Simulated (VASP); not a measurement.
Set up this calculation in VASP 6.6.1, as the native input.

```yaml
Task: single point
Functional: PBE
Potentials_or_basis: VASP PAW PBE potentials, release 64 (K_sv, Na_pv, B, Cl)
Cutoff: 520 eV
k_mesh: 4 × 4 × 4
Occupations: gaussian, width 0.02 eV
Spin: no spin polarisation
Dipole_correction: no
Further_INCAR_settings: ALGO = Normal; EDIFF = 1e-06; NBANDS = 46
```

The structure of K2NaBCl6 lies in POSCAR:

```
K2NaBCl6
1.0
    5.5945072000      0.0000000000      0.0000000000
    0.0888661000      5.5945047000      0.0000000000
    0.8459569000      0.8231893000      8.9570094000
K Na B Cl
2 1 1 6
Direct
    0.5730620000      0.5397650000      0.2888010000
    0.4586440000      0.4313880000      0.7168230000
    0.0246910000      0.9799490000      0.4997280000
    0.0776210000      0.9184440000      0.9991640000
    0.4036390000      0.9674500000      0.0028550000
    0.5202640000      0.9732870000      0.5156380000
    0.0204130000      0.5939720000      0.9955690000
    0.0338810000      0.4847470000      0.4836940000
    0.9133080000      0.0258420000      0.1710190000
    0.9744780000      0.0851570000      0.8267090000
```

One way to write it, as run:

INCAR

```
PREC = Accurate ; ENCUT = 520
EDIFF = 1E-6 ; ISMEAR = 0
SIGMA = 0.02 ; LREAL = False
LASPH = True ; NELM = 60
ALGO = Normal ; ISIF = 2
LWAVE = False ; LCHARG = False
GGA = PE ; NBANDS = 46
```

KPOINTS

```
regular mesh
0
Gamma
  4 4 4
```

Potentials or basis: VASP PAW PBE potentials, release 64 (K_sv, Na_pv, B, Cl).

Launch:

```bash
$ cat potpaw_PBE.64/K_sv/POTCAR potpaw_PBE.64/Na_pv/POTCAR potpaw_PBE.64/B/POTCAR potpaw_PBE.64/Cl/POTCAR > POTCAR
$ mpirun -np 1 vasp_std > vasp.out
```

It gave:

```json
{"Pressure": "-0.1 GPa", "Largest force": "0.050 eV/Å", "Band gap on the k mesh": "4.85 eV (least direct gap 4.93 eV)"}
```

Wall time 5.6 min on 1 thread of Intel(R) Xeon(R) Platinum 8488C (Sapphire Rapids), with other jobs on the host, peak memory 0.58 GiB.
